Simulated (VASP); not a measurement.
## Zn: single point with PBEsol

Crystal: Zn.

```
CELL_PARAMETERS angstrom
0.00000 1.91782 1.91782
1.91782 0.00000 1.91782
1.91782 1.91782 0.00000
ATOMIC_POSITIONS crystal
Zn 0.00000 0.00000 0.00000
```

```json
{
  "Program": "VASP 6.6.1",
  "Task": "single point",
  "Functional": "PBEsol",
  "Potentials or basis": "VASP PAW PBE potentials, release 64 (Zn)",
  "Cutoff": "520 eV",
  "k mesh": "12 × 12 × 12",
  "Occupations": "fermi-dirac, width 0.05 eV",
  "Spin": "no spin polarisation"
}
```

```json
{"Pressure": "0.4 GPa", "Band gap on the k mesh": "zero (band 6 reaches 5.73 eV, above the bottom of band 7 at 2.18 eV)"}
```

Levels at points of the mesh, in eV from the Fermi level:
| k point | band 3 | band 4 | band 5 | band 6 | band 7 | band 8 | band 9 | band 10 |
| --- | --- | --- | --- | --- | --- | --- | --- | --- |
| (0.00, 0.00, 0.00) | -7.74 | -7.74 | -7.30 | -7.30 | 19.33 | 19.33 | 19.33 | 19.52 |
| (0.50, 0.00, 0.00) | -7.75 | -6.98 | -6.98 | -3.18 | -1.21 | 16.15 | 16.15 | 18.00 |
| (0.50, 0.50, 0.00) | -6.99 | -6.90 | -6.90 | -1.15 | 2.05 | 8.83 | 8.83 | 12.62 |

It took 4.3 s on 1 thread of Intel(R) Xeon(R) 6975P-C (Granite Rapids) (shared host), peak memory 0.12 GiB.

Caveat: the PAW data sets were made with another functional, which shifts forces and pressure a little.
